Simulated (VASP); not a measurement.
Pd: single point with PBEsol

Pd:

```
Pd
1.0
     2.60040    0.00000    0.00000
     0.00000    2.60040    0.00000
     0.00000    0.00000    2.60040
Pd
1
Direct
  0.00000 0.00000 0.00000
```

This cell differs from its parent crystal: volume scaled by 1.04.

```yaml
Program: VASP 6.6.1
Task: single point
Functional: PBEsol
Potentials_or_basis: VASP PAW PBE potentials, release 64 (Pd)
Cutoff: 520 eV
k_mesh: 14 × 14 × 14
Occupations: fermi-dirac, width 0.1 eV
Spin: no spin polarisation
```

```json
{
 "Pressure": "-5.4 GPa",
 "Band gap on the k mesh": "zero (band 5 reaches 8.43 eV, above the bottom of band 6 at 6.57 eV)"
}
```

Levels at points of the mesh, in eV from the Fermi level:
```tsv
k point	band 1	band 2	band 3	band 4	band 5	band 6	band 7	band 8	band 9	band 10
(0.00, 0.00, 0.00)	-6.12	-4.60	-4.60	0.01	0.01	0.01	16.45	16.45	16.45	22.83
(0.50, 0.00, 0.00)	-4.12	-3.99	-1.56	-1.56	0.15	0.30	4.84	18.25	21.14	22.48
(0.50, 0.50, 0.00)	-4.80	-3.47	-1.27	-1.27	1.14	5.45	5.45	11.53	12.32	23.42
(0.50, 0.50, 0.50)	-3.92	-3.92	-3.92	1.23	1.23	10.99	11.12	11.12	11.12	17.72
```

It took 10 s on 1 thread of Intel(R) Xeon(R) Platinum 8488C (Sapphire Rapids), on a shared host, peak memory 0.14 GiB.

Caveat: the PAW data sets were made with another functional, which shifts forces and pressure a little.
